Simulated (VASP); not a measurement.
# Ag in VASP: further runs

Ag is run at these levels: PBEsol; tasks: single point.

Everything below comes from runs of VASP 6.6.1. Logs are shortened: lines on timing, memory, paths and dates and some standing lists are left out, and cuts for length are marked.

## (1) The cell of the first run

The cell holds a slab with vacuum, 3 atoms: a = 2.867 Å, b = 4.054 Å, c = 18.867 Å, α = 90.00°, β = 90.00°, γ = 90.00°.

## (2) Single point, PBEsol

INCAR

```
ALGO = Normal
DIPOL = 0.5 0.5 0.500
EDIFF = 1E-6
ENCUT = 520
GGA = PS
IDIPOL = 3
ISIF = 2
ISMEAR = -1
LASPH = True
LCHARG = False
LDIPOL = True
LREAL = False
LWAVE = False
NBANDS = 24
NELM = 60
PREC = Accurate
SIGMA = 0.05
```

KPOINTS

```
k-points
0
Gamma
  14 10 1
```

POSCAR

```
Ag
1.0
    2.8669514164      0.0000000000      0.0000000000
    0.0000000000      4.0544815757      0.0000000000
    0.0000000000      0.0000000000     18.8670000000
Ag
3
Direct
    0.0000000000      0.0000000000      0.4240220645
    0.5000000000      0.5000000000      0.5000000000
    0.0000000000      0.0000000000      0.5759779355
```

Potentials or basis: VASP PAW PBE potentials, release 64 (Ag).

Run with:

```
$ cat potpaw_PBE.64/Ag/POTCAR > POTCAR
$ mpirun -np 1 vasp_std > vasp.out
```

OUTCAR:

```text
EDIFF = 1E-6
   ENCUT = 520
   GGA = PS
   ISIF = 2
   ISMEAR = -1
   LASPH = True
   LREAL = False
   NELM = 60
   PREC = Accurate

 ion  position               nearest neighbor table
   1  0.000  0.000  0.424-   2 2.87   2 2.87   2 2.87   2 2.87   3 2.87
   2  0.500  0.500  0.500-   1 2.87   3 2.87   1 2.87   3 2.87   1 2.87   3 2.87   1 2.87   3 2.87

   3  0.000  0.000  0.576-   2 2.87   2 2.87   2 2.87   2 2.87   1 2.87

  LATTYP: Found a simple orthorhombic cell.
 ALAT       =     2.8669514164
 B/A-ratio  =     1.4142135624
 C/A-ratio  =     6.5808579427

  Lattice vectors:

 A1 = (   2.8669514164,   0.0000000000,   0.0000000000)
 A2 = (   0.0000000000,   4.0544815757,   0.0000000000)
 A3 = (   0.0000000000,   0.0000000000,  18.8670000000)

Analysis of symmetry for initial positions (statically):
=====================================================================
 Subroutine PRICEL returns:
 Original cell was already a primitive cell.

 Routine SETGRP: Setting up the symmetry group for a
 simple orthorhombic supercell.

 Subroutine GETGRP returns: Found  8 space group operations
 (whereof  8 operations were pure point group operations)
 out of a pool of  8 trial point group operations.

The static configuration has the point symmetry D_2h.

Analysis of symmetry for dynamics (positions and initial velocities):
=====================================================================
 Subroutine PRICEL returns:
 Original cell was already a primitive cell.

 Routine SETGRP: Setting up the symmetry group for a
 simple orthorhombic supercell.

 Subroutine GETGRP returns: Found  8 space group operations
 (whereof  8 operations were pure point group operations)
 out of a pool of  8 trial point group operations.

The dynamic configuration has the point symmetry D_2h.

 Subroutine INISYM returns: Found  8 space group operations
 (whereof  8 operations are pure point group operations),
 and found     1 'primitive' translations

----------------------------------------------------------------------------------------

                                     Primitive cell

  volume of cell :     219.3100

  direct lattice vectors                    reciprocal lattice vectors
     2.866951416  0.000000000  0.000000000     0.348802562  0.000000000  0.000000000
     0.000000000  4.054481576  0.000000000     0.000000000  0.246640657  0.000000000
[... 92 lines left out ...]
   NFREE  =      0    steps in history (QN), initial steepest desc. (CG)
   ISIF   =      2    stress and relaxation
   ISYM   =      2    0-nonsym 1-usesym 2-fastsym
   POTIM  = 0.5000    time-step for ionic-motion
   TEBEG  =    0.0;   TEEND  =   0.0 temperature during run
   PSTRESS=    0.0 pullay stress
   NELECT =      33.0000    total number of electrons
   NUPDOWN=      -1.0000    fix difference up-down
   EMIN   =  10.00;   EMAX   =-10.00  energy-range for DOS
   EFERMI =   0.00;   METHOD = LEGACY
   ISMEAR =    -1;   SIGMA  =   0.05  broadening in eV -4-tet -1-fermi 0-gaus
   EFERMI_NEDOS =   21; number of points for ismear=-14 and -15
   IALGO  =     38    algorithm
   IMIX   =      4    mixing-type and parameters
     AMIX     =   0.40;   BMIX     =  1.00
     AMIX_MAG =   1.60;   BMIX_MAG =  1.00
  volume/ion in A,a.u.               =      73.10       493.33
  Fermi-wavevector in a.u.,A,eV,Ry     =   0.870750  1.645478 10.316005  0.758205
  Thomas-Fermi vector in A             =   1.989759
   LORBIT       =      0    0 simple, 1 ext, 2 COOP (PROOUT), +10 PAW based schemes
   GGA     = PS    functional components
   LHFCALC =     F    Hartree Fock is set to
   AEXX    =    0.0000 exact exchange contribution
   IVDW    =     0    specifies the selected vdW correction
   LEPSILON=     F    determine dielectric tensor
   LRPA    =     F    only Hartree local field effects (RPA)
 non-spin polarized calculation
  energy-cutoff  :      520.00
  volume of cell :      219.31
 maximum number of plane-waves:      5941
 NGX is ok and might be reduce to    24
   NGX = 11   NGY = 15   NGZ = 71

 dipolmoment           0.000000      0.000000      0.000000 electrons x Angstroem

 number of electron      32.9999989 magnetization

 dipolmoment           0.000000      0.000000     -0.000000 electrons x Angstroem

 Free energy of the ion-electron system (eV)
  ---------------------------------------------------
  ext. energy  EPLUGINS =         0.00000000
  ---------------------------------------------------
  free energy    TOTEN  =        -8.18569586 eV

  energy without entropy =       -8.17784718  energy(sigma->0) =       -8.18177152

 E-fermi :  -1.4192     XC(G=0):  -3.8420

 val. band max:       -1.4290715238   @ k =   0.0000   0.3000   0.0000
 cond. band min:      -1.3849897171   @ k =   0.2857   0.2000   0.0000
 fundamental gap:      0.0440818067
 Fermi energy:        -1.4192162294

 k-point     1 :       0.0000    0.0000    0.0000
  band No.  band energies     occupation
      1      -7.9091      2.00000
      2      -7.3158      2.00000
      3      -6.6448      2.00000
      4      -6.5163      2.00000
      5      -6.1906      2.00000
      6      -5.8041      2.00000
[... 637 lines left out ...]
     23       6.6602      0.00000
     24       7.2714      0.00000

 [... further k-points ...]

------------------------ aborting loop because EDIFF is reached ----------------------------------------

 vacuum level on the upper side and lower side of the slab       (xc-potential included)        -0.129        -0.129

  FORCE on cell =-STRESS in cart. coord.  units (eV):
  Direction    XX          YY          ZZ          XY          YZ          ZX
  --------------------------------------------------------------------------------------
  -------------------------------------------------------------------------------------
  Total       -2.6803886     -2.4763886     -0.9376594      0.0000000      0.0000000      0.0000000
  in kB      -19.5816749    -18.0913454     -6.8501039      0.0000000      0.0000000      0.0000000
  external PRESSURE =     -14.8410414 kB  Pullay stress =       0.0000000 kB

 VOLUME and BASIS-vectors are now :
 -----------------------------------------------------------------------------
  energy-cutoff  :      520.00
  volume of cell :      219.31
      direct lattice vectors                 reciprocal lattice vectors
     2.866951416  0.000000000  0.000000000     0.348802562  0.000000000  0.000000000
     0.000000000  4.054481576  0.000000000     0.000000000  0.246640657  0.000000000
     0.000000000  0.000000000 18.867000000     0.000000000  0.000000000  0.053002597

 POSITION                                       TOTAL-FORCE (eV/Angst)
 -----------------------------------------------------------------------------------
      0.00000      0.00000      8.00002        -0.000000      0.000000      0.316356
      1.43348      2.02724      9.43350         0.000000      0.000000      0.000000
      0.00000      0.00000     10.86698         0.000000      0.000000     -0.316356
 -----------------------------------------------------------------------------------
    total drift:                                0.000000      0.000000     -0.000000

  FREE ENERGIE OF THE ION-ELECTRON SYSTEM (eV)
  ---------------------------------------------------
  free  energy   TOTEN  =        -8.1856958619 eV

  energy  without entropy=       -8.1778471793  energy(sigma->0) =       -8.18177152

 vacuum level on the upper side and lower side of the slab         2.871         2.871
```

Run time: 3.4 min. Hardware: 1 thread of Intel Xeon Platinum 8559C (Emerald Rapids), shared host; peak memory 0.42 GiB.

What came out:

```
Free energy            : -8.1857 eV
Largest force          : 0.316 eV/Å
Band gap on the k mesh : zero (an odd number of electrons rules out a gap without spin polarisation)
```

Forces in eV/Å, atoms in the order of the input:
```
Ag   0.000  0.000  0.316
Ag   0.000  0.000  0.000
Ag   0.000  0.000 -0.316
```

Caveat: the PAW data sets were made with another functional, which shifts forces and pressure a little.

## (3) Single point, PBEsol

INCAR

```
  ALGO = Normal
  DIPOL = 0.5 0.5 0.500
  EDIFF = 1E-6
  ENCUT = 520
  GGA = PS
  IDIPOL = 3
  ISIF = 2
  ISMEAR = -1
  LASPH = True
  LCHARG = False
  LDIPOL = True
  LREAL = False
  LWAVE = False
  NBANDS = 24
  NELM = 80
  PREC = Accurate
  SIGMA = 0.05
```

KPOINTS is that of step 2.

POSCAR

```
Ag
1.0
    2.8669514164      0.0000000000      0.0000000000
    0.0000000000      4.0544815757      0.0000000000
    0.0000000000      0.0000000000     18.8670000000
Ag
3
Direct
    0.0000000000      0.0000000000      0.4269868055
    0.5000000000      0.5000000000      0.4999999909
    0.0000000000      0.0000000000      0.5730132036
```

Potentials or basis: VASP PAW PBE potentials, release 64 (Ag).

Run with:

```
$ cat potpaw_PBE.64/Ag/POTCAR > POTCAR
$ mpirun -np 1 vasp_std > vasp.out
```

Wall time 3.8 min (1 thread of Intel Xeon Platinum 8559C (Emerald Rapids), shared host); peak memory 0.42 GiB.

Results (log left out):

```
Free energy            : -8.2048 eV
Largest force          : 0.003 eV/Å
Band gap on the k mesh : zero (an odd number of electrons rules out a gap without spin polarisation)
```

Forces on the atoms (eV/Å):
```
Ag   0.000  0.000  0.003
Ag   0.000  0.000  0.000
Ag   0.000  0.000 -0.003
```

Levels at points of the mesh, in eV from the Fermi level:
| k point | band 13 | band 14 | band 15 | band 16 | band 17 | band 18 | band 19 | band 20 | band 21 | band 22 |
| --- | --- | --- | --- | --- | --- | --- | --- | --- | --- | --- |
| (0.00, 0.00, 0.00) | -3.38 | -3.24 | -3.04 | -2.71 | -1.75 | 1.22 | 3.51 | 3.90 | 4.33 | 5.65 |
| (0.50, 0.00, 0.00) | -2.94 | -2.77 | -2.72 | 0.21 | 0.34 | 2.06 | 3.87 | 5.15 | 7.55 | 8.33 |
| (0.00, 0.50, 0.00) | -3.11 | -3.02 | -2.96 | -2.77 | -2.00 | 0.49 | 0.54 | 2.40 | 5.42 | 6.19 |
| (0.50, 0.50, 0.00) | -2.85 | -2.80 | -2.74 | 1.18 | 1.55 | 4.11 | 4.68 | 4.78 | 5.13 | 6.59 |

Caveat: the PAW data sets were made with another functional, which shifts forces and pressure a little.

## (4) Single point, PBEsol

INCAR

```
SYSTEM = Ag
ALGO     = Normal         ! electronic algorithm
DIPOL    = 0.5 0.5 0.500
EDIFF    = 1E-7           ! SCF threshold, eV
ENCUT    = 520            ! plane-wave cutoff, eV
GGA      = PS             ! functional
IDIPOL   = 3            
ISIF     = 2              ! what is computed and relaxed
ISMEAR   = -1             ! smearing method
LASPH    = .TRUE.         ! aspherical terms in the spheres
LCHARG   = .FALSE.        ! write CHGCAR
LDIPOL   = .TRUE.       
LREAL    = .FALSE.        ! projectors in reciprocal space
LWAVE    = .FALSE.        ! write WAVECAR
NBANDS   = 24             ! bands
NELM     = 60             ! most SCF steps
PREC     = Accurate       ! precision mode
SIGMA    = 0.05           ! smearing width, eV
```

KPOINTS

```
k-points
0
G
  14 10 1
  0 0 0
```

POSCAR is that of step 3.

Run with:

```
$ cat potpaw_PBE.64/Ag/POTCAR > POTCAR
$ mpirun -np 1 vasp_std > vasp.out
```

It took 3.8 min on 1 thread of Intel Xeon Platinum 8559C (Emerald Rapids), shared host; peak memory 0.41 GiB.

It converged, with:

* Free energy: -8.2048 eV
* Largest force: 0.003 eV/Å
* Band gap on the k mesh: zero (an odd number of electrons rules out a gap without spin polarisation)

Forces in eV/Å, atoms in the order of the input:
```
Ag   0.000  0.000  0.003
Ag   0.000  0.000  0.000
Ag   0.000  0.000 -0.003
```

Levels at points of the mesh, in eV from the Fermi level:
```csv
k point,band 14,band 15,band 16,band 17,band 18,band 19,band 20,band 21
"(0.00, 0.00, 0.00)",-3.24,-3.04,-2.71,-1.75,1.22,3.51,3.90,4.33
"(0.50, 0.00, 0.00)",-2.77,-2.72,0.21,0.34,2.06,3.87,5.15,7.55
"(0.00, 0.50, 0.00)",-3.02,-2.96,-2.77,-2.00,0.49,0.54,2.40,5.42
"(0.50, 0.50, 0.00)",-2.80,-2.74,1.18,1.55,4.11,4.68,4.78,5.13
```

Caveat: the PAW data sets were made with another functional, which shifts forces and pressure a little.

## (5) Single point, PBEsol

INCAR

```
ALGO     = Normal         # electronic algorithm
EDIFF    = 1E-7           # SCF threshold, eV
ENCUT    = 520            # plane-wave cutoff, eV
GGA      = PS             # functional
ISIF     = 2              # what is computed and relaxed
ISMEAR   = -1             # smearing method
LASPH    = True           # aspherical terms in the spheres
LCHARG   = False          # write CHGCAR
LREAL    = False          # projectors in reciprocal space
LWAVE    = False          # write WAVECAR
NBANDS   = 24             # bands
NELM     = 60             # most SCF steps
PREC     = Accurate       # precision mode
SIGMA    = 0.05           # smearing width, eV
```

KPOINTS

```
k-points
0
Gamma
  14 10 1
```

POSCAR is that of step 4.

Run with:

```
$ cat potpaw_PBE.64/Ag/POTCAR > POTCAR
$ mpirun -np 1 vasp_std > vasp.out
```

Run time: 3.7 min. Hardware: 1 thread of Intel Xeon Platinum 8559C (Emerald Rapids), shared host; peak memory 0.41 GiB.

It converged, with:

| Item | Value |
| --- | --- |
| Free energy | -8.2048 eV |
| Largest force | 0.003 eV/Å |
| Band gap on the k mesh | zero (an odd number of electrons rules out a gap without spin polarisation) |

Forces on the atoms (eV/Å):
```
Ag   0.000  0.000  0.003
Ag   0.000  0.000  0.000
Ag   0.000  0.000 -0.003
```

Levels at points of the mesh, in eV from the Fermi level:
```
           k point  band 14  band 15  band 16  band 17  band 18  band 19  band 20  band 21
(0.00, 0.00, 0.00)    -3.24    -3.04    -2.71    -1.75     1.22     3.51     3.90     4.33
(0.50, 0.00, 0.00)    -2.77    -2.72     0.21     0.34     2.06     3.87     5.15     7.55
(0.00, 0.50, 0.00)    -3.02    -2.96    -2.77    -2.00     0.49     0.54     2.40     5.42
(0.50, 0.50, 0.00)    -2.80    -2.74     1.18     1.55     4.11     4.68     4.78     5.13
```

Caveat: there is no dipole correction, which matters where the two faces differ; the PAW data sets were made with another functional, which shifts forces and pressure a little.

## (6) Summary

```csv
cell,dipole correction,gap on the mesh (eV)
"as given, atomic positions A",yes,none
"as given, atomic positions B",yes,none
"as given, atomic positions B",no,none
```

Alike in all rows: task single point; level PBEsol; potentials or basis VASP PAW PBE potentials, release 64 (Ag); no spin polarisation; k mesh 14 × 10 × 1; cutoff (eV) 520; smearing fermi-dirac 0.05 eV.

Caveats: the PAW data sets were made with another functional, which shifts forces and pressure a little; there is no dipole correction, which matters where the two faces differ (at least some runs).

Total energies depend on the potentials used, so only differences within one code and one set of settings carry meaning.

The gap in the log of VASP goes by the Fermi energy; the results here count the filled bands.